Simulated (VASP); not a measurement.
# La3Hf (Pm-3m) in VASP: settings compared

The runs below take La3Hf through relaxation of cell and atoms, with BLYP, r2SCAN.

Program: VASP 6.6.1. These are calculated values, not measurements. Logs are shortened: lines on timing, memory, paths and dates and some standing lists are left out, and cuts for length are marked.

### Step 1. The cell of the first run

Symmetry: Pm-3m, No. 221, cubic system. The conventional cell has a = 5.045 Å, b = 5.045 Å, c = 5.045 Å, α = 90.00°, β = 90.00°, γ = 90.00°. Hf (site symmetry m-3m) has 12 La at 3.57 Å within 4.7 Å. La (site symmetry 4/mmm) has 4 Hf at 3.57 Å and 8 La at 3.57 Å within 4.7 Å.

### Step 2. Relaxation of cell and atoms, BLYP

The input, INCAR:

```
PREC     = Accurate       # precision mode
ENCUT    = 600            # plane-wave cutoff, eV
EDIFF    = 1E-6           # SCF threshold, eV
ISMEAR   = -1             # smearing method
SIGMA    = 0.05           # smearing width, eV
LREAL    = False          # projectors in reciprocal space
LASPH    = True           # aspherical terms in the spheres
NELM     = 80             # most SCF steps
ALGO     = Normal         # electronic algorithm
ISIF     = 3              # what is computed and relaxed
LWAVE    = False          # write WAVECAR
LCHARG   = False          # write CHGCAR
GGA      = B5             # functional
ALDAX    = 1.0          
AGGAX    = 1.0          
AGGAC    = 1.0          
ALDAC    = 0.0          
IBRION   = 2              # ionic algorithm
NSW      = 60             # ionic steps
EDIFFG   = -0.01          # ionic threshold
```

The input, KPOINTS:

```
regular mesh
0
Gamma
  5 5 5
```

The input, POSCAR:

```
La3Hf
1.0
    5.0451320000      0.0000000000      0.0000000000
    0.0000000000      5.0451320000      0.0000000000
    0.0000000000      0.0000000000      5.0451320000
Hf La
1 3
Direct
    0.0000000000      0.0000000000      0.0000000000
    0.5000000000      0.5000000000      0.0000000000
    0.5000000000      0.0000000000      0.5000000000
    0.0000000000      0.5000000000      0.5000000000
```

Potentials or basis: VASP PAW PBE potentials, release 64 (Hf_pv, La).

The run is started by

```
$ cat potpaw_PBE.64/Hf_pv/POTCAR potpaw_PBE.64/La/POTCAR > POTCAR
$ mpirun -np 1 vasp_std > vasp.out
```

OUTCAR:

```text
PREC = Accurate
   ENCUT = 600
   EDIFF = 1E-6
   ISMEAR = -1
   LREAL = False
   LASPH = True
   NELM = 80
   ISIF = 3
   GGA = B5
   IBRION = 2
   NSW = 60
   EDIFFG = -0.01

 ion  position               nearest neighbor table
   1  0.000  0.000  0.000-   2 3.57   3 3.57   4 3.57   3 3.57   4 3.57   2 3.57   4 3.57   4 3.57
                             2 3.57   3 3.57   3 3.57   2 3.57
   2  0.500  0.500  0.000-   1 3.57   3 3.57   4 3.57   3 3.57   4 3.57   1 3.57   3 3.57   3 3.57
                             1 3.57   4 3.57   4 3.57   1 3.57
   3  0.500  0.000  0.500-   1 3.57   2 3.57   4 3.57   1 3.57   2 3.57   2 3.57   4 3.57   2 3.57
                             1 3.57   4 3.57   1 3.57   4 3.57
   4  0.000  0.500  0.500-   1 3.57   2 3.57   3 3.57   1 3.57   2 3.57   1 3.57   3 3.57   1 3.57
                             2 3.57   3 3.57   2 3.57   3 3.57

  LATTYP: Found a simple cubic cell.
 ALAT       =     5.0451320000

  Lattice vectors:

 A1 = (   5.0451320000,   0.0000000000,   0.0000000000)
 A2 = (   0.0000000000,   5.0451320000,   0.0000000000)
 A3 = (   0.0000000000,   0.0000000000,   5.0451320000)

Analysis of symmetry for initial positions (statically):
=====================================================================
 Subroutine PRICEL returns:
 Original cell was already a primitive cell.

 Routine SETGRP: Setting up the symmetry group for a
 simple cubic supercell.

 Subroutine GETGRP returns: Found 48 space group operations
 (whereof 48 operations were pure point group operations)
 out of a pool of 48 trial point group operations.

The static configuration has the point symmetry O_h .

Analysis of symmetry for dynamics (positions and initial velocities):
=====================================================================
 Subroutine PRICEL returns:
 Original cell was already a primitive cell.

 Routine SETGRP: Setting up the symmetry group for a
 simple cubic supercell.

 Subroutine GETGRP returns: Found 48 space group operations
 (whereof 48 operations were pure point group operations)
 out of a pool of 48 trial point group operations.

The dynamic configuration has the point symmetry O_h .

 Subroutine INISYM returns: Found 48 space group operations
 (whereof 48 operations are pure point group operations),
 and found     1 'primitive' translations

----------------------------------------------------------------------------------------

                                     Primitive cell

  volume of cell :     128.4155

  direct lattice vectors                    reciprocal lattice vectors
     5.045132000  0.000000000  0.000000000     0.198210869  0.000000000  0.000000000
     0.000000000  5.045132000  0.000000000     0.000000000  0.198210869  0.000000000
     0.000000000  0.000000000  5.045132000     0.000000000  0.000000000  0.198210869

  length of vectors
     5.045132000  5.045132000  5.045132000     0.198210869  0.198210869  0.198210869

  position of ions in fractional coordinates (direct lattice)
     0.000000000  0.000000000  0.000000000
     0.500000000  0.500000000  0.000000000
     0.500000000  0.000000000  0.500000000
     0.000000000  0.500000000  0.500000000

  ion indices of the primitive-cell ions
   primitive index   ion index
                 1           1
                 2           2
                 3           3
                 4           4

----------------------------------------------------------------------------------------

 KPOINTS: regular mesh

Automatic generation of k-mesh.
 Grid dimensions read from file:
 generate k-points for:    5    5    5

 Generating k-lattice:

  Cartesian coordinates                     Fractional coordinates (reciprocal lattice)
     0.039642174  0.000000000  0.000000000     0.200000000  0.000000000  0.000000000
     0.000000000  0.039642174  0.000000000     0.000000000  0.200000000  0.000000000
     0.000000000  0.000000000  0.039642174     0.000000000  0.000000000  0.200000000

  Length of vectors
     0.039642174  0.039642174  0.039642174

  Shift w.r.t. Gamma in fractional coordinates (k-lattice)
     0.000000000  0.000000000  0.000000000

 Subroutine IBZKPT returns following result:
 ===========================================

 Found     10 irreducible k-points:

 Following reciprocal coordinates:
            Coordinates               Weight
  0.000000  0.000000  0.000000      1.000000
  0.200000  0.000000  0.000000      6.000000
  0.400000  0.000000  0.000000      6.000000
  0.200000  0.200000  0.000000     12.000000
  0.400000  0.200000  0.000000     24.000000
  0.400000  0.400000  0.000000     12.000000
  0.200000  0.200000  0.200000      8.000000
  0.400000  0.200000  0.200000     24.000000
  0.400000  0.400000  0.200000     24.000000
  0.400000  0.400000  0.400000      8.000000
   k-points           NKPTS =     10   k-points in BZ     NKDIM =     10   number of bands    NBANDS=     25
   number of dos      NEDOS =    301   number of ions     NIONS =      4
   total plane-waves  NPLWV =  64000
   dimension x,y,z NGX =    40 NGY =   40 NGZ =   40
   dimension x,y,z NGXF=    80 NGYF=   80 NGZF=   80
   ions per type =               1   3
   NGX,Y,Z   is equivalent  to a cutoff of  13.18, 13.18, 13.18 a.u.
   NGXF,Y,Z  is equivalent  to a cutoff of  26.36, 26.36, 26.36 a.u.
 SYSTEM =  unknown system
   PREC   = accura    normal or accurate (medium, high low for compatibility)
   ISTART =      0    job   : 0-new  1-cont  2-samecut
   ICHARG =      2    charge: 1-file 2-atom 10-const
   ISPIN  =      1    spin polarized calculation?
   LNONCOLLINEAR =      F non collinear calculations
   LSORBIT =      F    spin-orbit coupling
   LASPH  =      T    aspherical Exc in radial PAW
   ENCUT  =  600.0 eV  44.10 Ry    6.64 a.u.  10.08 10.08 10.08*2*pi/ulx,y,z
   NELM   =     80;   NELMIN=  2; NELMDL= -5     # of ELM steps
   EDIFF  = 0.1E-05   stopping-criterion for ELM
   LREAL  =      F    real-space projection
   EDIFFG = -.1E-01   stopping-criterion for IOM
   NSW    =     60    number of steps for IOM
   IBRION =      2    ionic relax: 0-MD 1-quasi-New 2-CG
   NFREE  =      1    steps in history (QN), initial steepest desc. (CG)
   ISIF   =      3    stress and relaxation
   ISYM   =      2    0-nonsym 1-usesym 2-fastsym
   POTIM  = 0.5000    time-step for ionic-motion
   TEBEG  =    0.0;   TEEND  =   0.0 temperature during run
   PSTRESS=    0.0 pullay stress
   NELECT =      43.0000    total number of electrons
   NUPDOWN=      -1.0000    fix difference up-down
   EMIN   =  10.00;   EMAX   =-10.00  energy-range for DOS
   EFERMI =   0.00;   METHOD = LEGACY
   ISMEAR =    -1;   SIGMA  =   0.05  broadening in eV -4-tet -1-fermi 0-gaus
   EFERMI_NEDOS =   21; number of points for ismear=-14 and -15
   IALGO  =     38    algorithm
   IMIX   =      4    mixing-type and parameters
     AMIX     =   0.40;   BMIX     =  1.00
     AMIX_MAG =   1.60;   BMIX_MAG =  1.00
  volume/ion in A,a.u.               =      32.10       216.65
  Fermi-wavevector in a.u.,A,eV,Ry     =   1.136820  2.148279 17.583628  1.292360
  Thomas-Fermi vector in A             =   2.273525
   LORBIT       =      0    0 simple, 1 ext, 2 COOP (PROOUT), +10 PAW based schemes
   GGA     = B5    functional components
   LHFCALC =     F    Hartree Fock is set to
   AEXX    =    0.0000 exact exchange contribution
   IVDW    =     0    specifies the selected vdW correction
   LEPSILON=     F    determine dielectric tensor
   LRPA    =     F    only Hartree local field effects (RPA)
 conjugate gradient relaxation of ions
 non-spin polarized calculation
  energy-cutoff  :      600.00
  volume of cell :      128.42
 maximum number of plane-waves:      4337
   NGX = 21   NGY = 21   NGZ = 21

--------------------------------------- Ionic step        1  -------------------------------------------

 number of electron      42.9999997 magnetization

 Free energy of the ion-electron system (eV)
  ---------------------------------------------------
  ext. energy  EPLUGINS =         0.00000000
  ---------------------------------------------------
  free energy    TOTEN  =       -19.66740644 eV

  energy without entropy =      -19.62079608  energy(sigma->0) =      -19.64410126

------------------------ aborting loop because EDIFF is reached ----------------------------------------

  FORCE on cell =-STRESS in cart. coord.  units (eV):
  Direction    XX          YY          ZZ          XY          YZ          ZX
  --------------------------------------------------------------------------------------
  -------------------------------------------------------------------------------------
  Total        2.1438581      2.1438581      2.1438581      0.0000000      0.0000000     -0.0000000
  in kB       26.7478581     26.7478581     26.7478581      0.0000000      0.0000000     -0.0000000
  external PRESSURE =      26.7478581 kB  Pullay stress =       0.0000000 kB

 VOLUME and BASIS-vectors are now :
 -----------------------------------------------------------------------------
  energy-cutoff  :      600.00
  volume of cell :      128.42
      direct lattice vectors                 reciprocal lattice vectors
     5.045132000  0.000000000  0.000000000     0.198210869  0.000000000  0.000000000
     0.000000000  5.045132000  0.000000000     0.000000000  0.198210869  0.000000000
     0.000000000  0.000000000  5.045132000     0.000000000  0.000000000  0.198210869
[... 39 lines left out ...]
 POSITION                                       TOTAL-FORCE (eV/Angst)
 -----------------------------------------------------------------------------------
      0.00000      0.00000      0.00000         0.000000     -0.000000      0.000000
      2.58779      2.58779     -0.00000         0.000000     -0.000000      0.000000
      2.58779     -0.00000      2.58779        -0.000000      0.000000      0.000000
      0.00000      2.58779      2.58779        -0.000000      0.000000      0.000000
 -----------------------------------------------------------------------------------
    total drift:                                0.000000     -0.000000     -0.000000

  FREE ENERGIE OF THE ION-ELECTRON SYSTEM (eV)
  ---------------------------------------------------
  free  energy   TOTEN  =       -19.7353391965 eV

  energy  without entropy=      -19.6860690694  energy(sigma->0) =      -19.71070413

--------------------------------------- Ionic step        3  -------------------------------------------

 number of electron      43.0000007 magnetization

 Free energy of the ion-electron system (eV)
  ---------------------------------------------------
  ext. energy  EPLUGINS =         0.00000000
  ---------------------------------------------------
  free energy    TOTEN  =       -19.73702285 eV

  energy without entropy =      -19.68861707  energy(sigma->0) =      -19.71281996

 E-fermi :   7.6279     XC(G=0):  -9.2172

 val. band max:        7.6126526680   @ k =   0.4000   0.4000   0.0000
 cond. band min:       7.6645637202   @ k =   0.4000   0.2000   0.0000
 fundamental gap:      0.0519110522
 Fermi energy:         7.6278860648

 k-point     1 :       0.0000    0.0000    0.0000
  band No.  band energies     occupation
      1     -25.1432      2.00000
      2     -24.8800      2.00000
      3     -24.8800      2.00000
      4     -23.4945      2.00000
      5     -23.4945      2.00000
      6     -23.4945      2.00000
[... 17 lines left out ...]
     24       8.9174      0.00000
     25       8.9174      0.00000
[... 272 lines left out ...]
 POSITION                                       TOTAL-FORCE (eV/Angst)
 -----------------------------------------------------------------------------------
      0.00000      0.00000      0.00000         0.000000     -0.000000      0.000000
      2.57862      2.57862     -0.00000         0.000000     -0.000000      0.000000
      2.57862     -0.00000      2.57862        -0.000000      0.000000      0.000000
      0.00000      2.57862      2.57862        -0.000000      0.000000      0.000000
 -----------------------------------------------------------------------------------
    total drift:                                0.000000     -0.000000     -0.000000

  FREE ENERGIE OF THE ION-ELECTRON SYSTEM (eV)
  ---------------------------------------------------
  free  energy   TOTEN  =       -19.7370228454 eV

  energy  without entropy=      -19.6886170681  energy(sigma->0) =      -19.71281996

 reached required accuracy - stopping structural energy minimisation
```

Run time: 3.1 min. Hardware: 1 thread of Intel Xeon Platinum 8488C (Sapphire Rapids), shared host; peak memory 0.27 GiB.

Results:

| Item | Value |
| --- | --- |
| Free energy | -19.7370 eV |
| Relaxed volume | 34.29 Å³/atom |
| Relaxed cell | a = 5.157 Å, b = 5.157 Å, c = 5.157 Å, α = 90.00°, β = 90.00°, γ = 90.00° |
| Space group after relaxing (to 0.1 Å) | Pm-3m (No. 221) |
| Energy gained by relaxing | 17.4 meV/atom |
| Ionic steps | 3 |
| Pressure after relaxing | 0.0 GPa |
| Band gap on the k mesh | zero (an odd number of electrons rules out a gap without spin polarisation) |

Step by step:
```csv
step,energy change (eV),largest force (eV/Å),pressure (GPa),volume (Å³)
1,0.0000,0.0000,2.67,128.42
2,-0.0679,0.0000,-0.37,138.64
3,-0.0696,0.0000,0.01,137.17
```

Final structure:
```yaml
crystal:
  lattice:
    - [5.15725, 0.00000, 0.00000]
    - [0.00000, 5.15725, 0.00000]
    - [0.00000, 0.00000, 5.15725]
  atoms:
    - { symbol: Hf, position: [0.00000, 0.00000, 0.00000] }
    - { symbol: La, position: [0.50000, 0.50000, 0.00000] }
    - { symbol: La, position: [0.50000, 0.00000, 0.50000] }
    - { symbol: La, position: [0.00000, 0.50000, 0.50000] }
```

Caveat: the PAW data sets were made with another functional, which shifts forces and pressure a little; spin-orbit coupling is left out, which moves the levels of the heavy elements.

### Step 3. Relaxation of cell and atoms, r2SCAN

POSCAR is that of step 2.

The input, INCAR.step1:

```
SYSTEM = La3Hf
  ALGO = Normal
  EDIFF = 1E-4
  ENCUT = 600
  GGA = PE
  ISMEAR = -1
  LASPH = .True.
  LCHARG = .False.
  LREAL = .False.
  LWAVE = .True.
  NELM = 60
  PREC = Accurate
  SIGMA = 0.05
```

The input, INCAR.step2:

```
SYSTEM = La3Hf
  ALGO = Normal
  EDIFF = 1E-6
  EDIFFG = -0.01
  ENCUT = 600
  IBRION = 2
  ISIF = 3
  ISMEAR = -1
  ISTART = 1
  LASPH = .True.
  LCHARG = .False.
  LMIXTAU = .True.
  LREAL = .False.
  LWAVE = .False.
  METAGGA = R2SCAN
  NELM = 60
  NSW = 60
  PREC = Accurate
  SIGMA = 0.05
```

The input, KPOINTS:

```
k-points
0
Gamma
  5 5 5
  0 0 0
```

Potentials or basis: VASP PAW PBE potentials, release 64 (Hf_pv, La).

The run is started by

```
$ cat potpaw_PBE.64/Hf_pv/POTCAR potpaw_PBE.64/La/POTCAR > POTCAR
$ cp INCAR.step1 INCAR
$ mpirun -np 1 vasp_std > vasp.out
$ cp INCAR.step2 INCAR
$ mpirun -np 1 vasp_std > vasp.out
```

Wall time 2.9 min (1 thread of Intel Xeon Platinum 8488C (Sapphire Rapids), shared host); peak memory 0.29 GiB.

It converged, with:

| Property | Result |
| --- | --- |
| Free energy | -133.5062 eV |
| Relaxed volume | 32.01 Å³/atom |
| Relaxed cell | a = 5.040 Å, b = 5.040 Å, c = 5.040 Å, α = 90.00°, β = 90.00°, γ = 90.00° |
| Space group after relaxing (to 0.1 Å) | Pm-3m (No. 221) |
| Energy gained by relaxing | 0.0 meV/atom |
| Ionic steps | 2 |
| Pressure after relaxing | 0.0 GPa |
| Band gap on the k mesh | zero (an odd number of electrons rules out a gap without spin polarisation) |

The path:
```tsv
step	energy change (eV)	largest force (eV/Å)	pressure (GPa)	volume (Å³)
1	0.0000	0.0000	-0.10	128.42
2	-0.0001	0.0000	0.00	128.05
```

Final structure:
```
Hf La
1.0
     5.04034    0.00000    0.00000
     0.00000    5.04034    0.00000
     0.00000    0.00000    5.04034
Hf La
1 3
Direct
  0.00000 0.00000 0.00000
  0.50000 0.50000 0.00000
  0.50000 0.00000 0.50000
  0.00000 0.50000 0.50000
```

Levels at points of the mesh, in eV from the Fermi level:
| k point | band 18 | band 19 | band 20 | band 21 | band 22 | band 23 | band 24 | band 25 |
| --- | --- | --- | --- | --- | --- | --- | --- | --- |
| (0.00, 0.00, 0.00) | -2.21 | -2.21 | -1.73 | -1.73 | -1.73 | 1.53 | 1.53 | 1.53 |

Caveat: the PAW data sets were made with another functional, which shifts forces and pressure a little; spin-orbit coupling is left out, which moves the levels of the heavy elements.

The gap in the log of VASP goes by the Fermi energy; the results here count the filled bands.